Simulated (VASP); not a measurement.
Wanted: the native input for a VASP 6.6.1 run.

| Item | Value |
| --- | --- |
| Task | single point |
| Functional | r2SCAN |
| Potentials or basis | VASP PAW PBE potentials, release 64 (K_sv) |
| Cutoff | 520 eV |
| k mesh | 12 × 12 × 6 |
| Occupations | gaussian, width 0.15 eV |
| Spin | no spin polarisation |
| Dipole correction | no |
| Further INCAR settings | ALGO = Normal; EDIFF = 1e-07; NBANDS = 16 |

K:

```
K
1.0
     2.43796   -4.04761    0.00000
     2.43796    4.04761    0.00000
     0.00000    0.00000    7.81180
K
2
Direct
  0.82061 0.17939 0.25000
  0.17939 0.82061 0.75000
```

These files were run (other wordings do the same):

POSCAR

```
K
1.0
    2.4379623500     -4.0476104500      0.0000000000
    2.4379623500      4.0476104500      0.0000000000
    0.0000000000      0.0000000000      7.8117980100
K
2
Direct
    0.8206130200      0.1793869800      0.2500000000
    0.1793869800      0.8206130200      0.7500000000
```

INCAR.step1

```
ALGO     = Normal         # electronic algorithm
EDIFF    = 1E-4           # SCF threshold, eV
ENCUT    = 520            # plane-wave cutoff, eV
GGA      = PE             # functional
ISMEAR   = 0              # smearing method
LASPH    = T              # aspherical terms in the spheres
LCHARG   = F              # write CHGCAR
LREAL    = F              # projectors in reciprocal space
LWAVE    = T              # write WAVECAR
NBANDS   = 16             # bands
NELM     = 80             # most SCF steps
PREC     = Accurate       # precision mode
SIGMA    = 0.15           # smearing width, eV
```

INCAR.step2

```
ALGO     = Normal         # electronic algorithm
EDIFF    = 1E-7           # SCF threshold, eV
ENCUT    = 520            # plane-wave cutoff, eV
ISIF     = 2              # what is computed and relaxed
ISMEAR   = 0              # smearing method
ISTART   = 1            
LASPH    = T              # aspherical terms in the spheres
LCHARG   = F              # write CHGCAR
LMIXTAU  = T            
LREAL    = F              # projectors in reciprocal space
LWAVE    = F              # write WAVECAR
METAGGA  = R2SCAN         # meta-GGA
NBANDS   = 16             # bands
NELM     = 80             # most SCF steps
PREC     = Accurate       # precision mode
SIGMA    = 0.15           # smearing width, eV
```

KPOINTS

```
k-points
0
Gamma
  12 12 6
```

Potentials or basis: VASP PAW PBE potentials, release 64 (K_sv).

Command:

```sh
$ cat potpaw_PBE.64/K_sv/POTCAR > POTCAR
$ cp INCAR.step1 INCAR
$ mpirun -np 1 vasp_std > vasp.out
$ cp INCAR.step2 INCAR
$ mpirun -np 1 vasp_std > vasp.out
```

It gave:

```json
{
  "Pressure": "0.0 GPa",
  "Band gap on the k mesh": "zero (band 9 reaches 1.04 eV, above the bottom of band 10 at -1.67 eV)"
}
```

Caveat: the PAW data sets were made with another functional, which shifts forces and pressure a little.

It took 20 min on 1 thread of Intel Xeon 6975P-C (shared host), peak memory 0.53 GiB.
